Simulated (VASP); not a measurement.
# Rb2Zn (P6/mmm) in VASP: single point with PBE

Aim: the single point of Rb2Zn with PBE.

Program: VASP 6.6.1. These are calculated values, not measurements. Logs are shortened: lines on timing, memory, paths and dates and some standing lists are left out, and cuts for length are marked.

## (1) The cell of the first run

The structure is hexagonal, space group P6/mmm (No. 191). Conventional cell: a = 6.664 Å, b = 6.664 Å, c = 4.258 Å, α = 90.00°, β = 90.00°, γ = 120.00°. Rb (site symmetry -6m2) has 5 Rb at 3.85 to 4.26 Å and 6 Zn at 4.40 Å within 5.1 Å. Zn (site symmetry 6/mmm) has 2 Zn at 4.26 Å and 12 Rb at 4.40 Å within 5.6 Å.

## (2) Single point, PBE

Input file INCAR:

```
SYSTEM = Rb2Zn
PREC = Accurate
ENCUT = 520
EDIFF = 1E-6
ISMEAR = 0
SIGMA = 0.1
LREAL = .FALSE.
LASPH = .TRUE.
NELM = 100
ALGO = Fast
ISIF = 2
LWAVE = .FALSE.
LCHARG = .FALSE.
GGA = PE
NBANDS = 22
```

Input file KPOINTS:

```
Automatic mesh
0
G
  12 12 12
  0 0 0
```

Input file POSCAR:

```
Rb2Zn
1.0
    6.6642572238      0.0000000000      0.0000000000
   -3.3321286119      5.7714160531      0.0000000000
    0.0000000000      0.0000000000      4.2582365492
Rb Zn
2 1
Direct
    0.3333333333      0.6666666667      0.5000000000
    0.6666666667      0.3333333333      0.5000000000
    0.0000000000      0.0000000000      0.0000000000
```

Potentials or basis: VASP PAW PBE potentials, release 64 (Rb_sv, Zn).

The run is started by

```
$ cat potpaw_PBE.64/Rb_sv/POTCAR potpaw_PBE.64/Zn/POTCAR > POTCAR
$ mpirun -np 1 vasp_std > vasp.out
```

OUTCAR:

```text
SYSTEM = Rb2Zn
   PREC = Accurate
   ENCUT = 520
   EDIFF = 1E-6
   ISMEAR = 0
   LREAL = .FALSE.
   LASPH = .TRUE.
   NELM = 100
   ISIF = 2
   GGA = PE

 ion  position               nearest neighbor table
   1  0.333  0.667  0.500-   2 3.85   2 3.85   2 3.85   3 4.40   3 4.40   3 4.40   3 4.40   3 4.40
                             3 4.40   2 5.74   2 5.74   2 5.74   2 5.74   2 5.74   2 5.74
   2  0.667  0.333  0.500-   1 3.85   1 3.85   1 3.85   3 4.40   3 4.40   3 4.40   3 4.40   3 4.40
                             3 4.40   1 5.74   1 5.74   1 5.74   1 5.74   1 5.74   1 5.74
   3  0.000  0.000  0.000-   1 4.40   2 4.40   1 4.40   2 4.40   1 4.40   1 4.40   2 4.40   2 4.40
                             2 4.40   2 4.40   1 4.40   1 4.40

  LATTYP: Found a hexagonal cell.
 ALAT       =     6.6642572238
 C/A-ratio  =     0.6389664153

  Lattice vectors:

 A1 = (   6.6642572238,   0.0000000000,   0.0000000000)
 A2 = (  -3.3321286119,   5.7714160531,   0.0000000000)
 A3 = (   0.0000000000,   0.0000000000,   4.2582365492)

Analysis of symmetry for initial positions (statically):
=====================================================================
 Subroutine PRICEL returns:
 Original cell was already a primitive cell.

 Routine SETGRP: Setting up the symmetry group for a
 hexagonal supercell.

 Subroutine GETGRP returns: Found 24 space group operations
 (whereof 24 operations were pure point group operations)
 out of a pool of 24 trial point group operations.

The static configuration has the point symmetry D_6h.

Analysis of symmetry for dynamics (positions and initial velocities):
=====================================================================
 Subroutine PRICEL returns:
 Original cell was already a primitive cell.

 Routine SETGRP: Setting up the symmetry group for a
 hexagonal supercell.

 Subroutine GETGRP returns: Found 24 space group operations
 (whereof 24 operations were pure point group operations)
 out of a pool of 24 trial point group operations.

The dynamic configuration has the point symmetry D_6h.

 Subroutine INISYM returns: Found 24 space group operations
 (whereof 24 operations are pure point group operations),
 and found     1 'primitive' translations

----------------------------------------------------------------------------------------

                                     Primitive cell

  volume of cell :     163.7812

  direct lattice vectors                    reciprocal lattice vectors
     6.664257224  0.000000000  0.000000000     0.150054232  0.086633851  0.000000000
    -3.332128612  5.771416053  0.000000000     0.000000000  0.173267703  0.000000000
[... 91 lines left out ...]
   IBRION =     -1    ionic relax: 0-MD 1-quasi-New 2-CG
   NFREE  =      0    steps in history (QN), initial steepest desc. (CG)
   ISIF   =      2    stress and relaxation
   ISYM   =      2    0-nonsym 1-usesym 2-fastsym
   POTIM  = 0.5000    time-step for ionic-motion
   TEBEG  =    0.0;   TEEND  =   0.0 temperature during run
   PSTRESS=    0.0 pullay stress
   NELECT =      30.0000    total number of electrons
   NUPDOWN=      -1.0000    fix difference up-down
   EMIN   =  10.00;   EMAX   =-10.00  energy-range for DOS
   EFERMI =   0.00;   METHOD = LEGACY
   ISMEAR =     0;   SIGMA  =   0.10  broadening in eV -4-tet -1-fermi 0-gaus
   EFERMI_NEDOS =   21; number of points for ismear=-14 and -15
   IALGO  =     68    algorithm
   IMIX   =      4    mixing-type and parameters
     AMIX     =   0.40;   BMIX     =  1.00
     AMIX_MAG =   1.60;   BMIX_MAG =  1.00
  volume/ion in A,a.u.               =      54.59       368.42
  Fermi-wavevector in a.u.,A,eV,Ry     =   0.929738  1.756950 11.761051  0.864413
  Thomas-Fermi vector in A             =   2.056053
   LORBIT       =      0    0 simple, 1 ext, 2 COOP (PROOUT), +10 PAW based schemes
   GGA     = PE    functional components
   LHFCALC =     F    Hartree Fock is set to
   AEXX    =    0.0000 exact exchange contribution
   IVDW    =     0    specifies the selected vdW correction
   LEPSILON=     F    determine dielectric tensor
   LRPA    =     F    only Hartree local field effects (RPA)
 non-spin polarized calculation
 RMM-DIIS sequential band-by-band and
 Gauss-broadening in eV      SIGMA  =   0.10
  energy-cutoff  :      520.00
  volume of cell :      163.78
 maximum number of plane-waves:      4456
 NGX is ok and might be reduce to    50
   NGX = 25   NGY = 25   NGZ = 15

 number of electron      30.0000004 magnetization

 Free energy of the ion-electron system (eV)
  ---------------------------------------------------
  ext. energy  EPLUGINS =         0.00000000
  ---------------------------------------------------
  free energy    TOTEN  =        -2.11277891 eV

  energy without entropy =       -2.10082608  energy(sigma->0) =       -2.10680250

 E-fermi :   0.6287     XC(G=0):  -6.6423

 val. band max:        0.6264885012   @ k =   0.3333   0.0833   0.4167
 cond. band min:       0.6298919109   @ k =   0.2500   0.1667   0.0833
 fundamental gap:      0.0034034097
 Fermi energy:         0.6286926548

 k-point     1 :       0.0000    0.0000    0.0000
  band No.  band energies     occupation
      1     -28.3842      2.00000
      2     -28.3225      2.00000
      3     -12.6556      2.00000
      4     -12.6556      2.00000
      5     -12.3597      2.00000
      6     -12.2917      2.00000
[... 589 lines left out ...]
     21       3.9847      0.00000
     22       4.3618      0.00000

 [... further k-points ...]

------------------------ aborting loop because EDIFF is reached ----------------------------------------

  FORCE on cell =-STRESS in cart. coord.  units (eV):
  Direction    XX          YY          ZZ          XY          YZ          ZX
  --------------------------------------------------------------------------------------
  -------------------------------------------------------------------------------------
  Total        0.0304365      0.0304365      0.0117711      0.0000000     -0.0000000      0.0000000
  in kB        0.2977432      0.2977432      0.1151497      0.0000000     -0.0000000      0.0000000
  external PRESSURE =       0.2368787 kB  Pullay stress =       0.0000000 kB

 VOLUME and BASIS-vectors are now :
 -----------------------------------------------------------------------------
  energy-cutoff  :      520.00
  volume of cell :      163.78
      direct lattice vectors                 reciprocal lattice vectors
     6.664257224  0.000000000  0.000000000     0.150054232  0.086633851  0.000000000
    -3.332128612  5.771416053  0.000000000     0.000000000  0.173267703  0.000000000
     0.000000000  0.000000000  4.258236549     0.000000000  0.000000000  0.234838997

 POSITION                                       TOTAL-FORCE (eV/Angst)
 -----------------------------------------------------------------------------------
     -0.00000      3.84761      2.12912        -0.000000      0.000000      0.000000
      3.33213      1.92381      2.12912         0.000000      0.000000      0.000000
      0.00000      0.00000      0.00000        -0.000000      0.000000      0.000000
 -----------------------------------------------------------------------------------
    total drift:                                0.000000     -0.000000      0.000000

  FREE ENERGIE OF THE ION-ELECTRON SYSTEM (eV)
  ---------------------------------------------------
  free  energy   TOTEN  =        -2.1127789123 eV

  energy  without entropy=       -2.1008260844  energy(sigma->0) =       -2.10680250
```

It took 10 min on 1 thread of AMD EPYC 7R13, shared host; peak memory 0.56 GiB.

What came out:

- Free energy: -2.1128 eV
- Pressure: 0.0 GPa
- Band gap on the k mesh: zero (bands 15 and 16 overlap by 1.46 eV)

Levels at points of the mesh, in eV from the Fermi level:
```
           k point  band 13  band 14  band 15  band 16  band 17  band 18
(0.00, 0.00, 0.00)    -7.04    -4.15     0.22     0.46     0.46     2.24
(0.50, 0.00, 0.00)    -7.04    -3.75    -1.36     0.50     0.50     2.69
(0.00, 0.00, 0.50)    -7.02    -2.88    -0.77     1.51     1.51     1.68
(0.50, 0.00, 0.50)    -7.02    -2.87     0.00     0.39     0.51     1.43
```
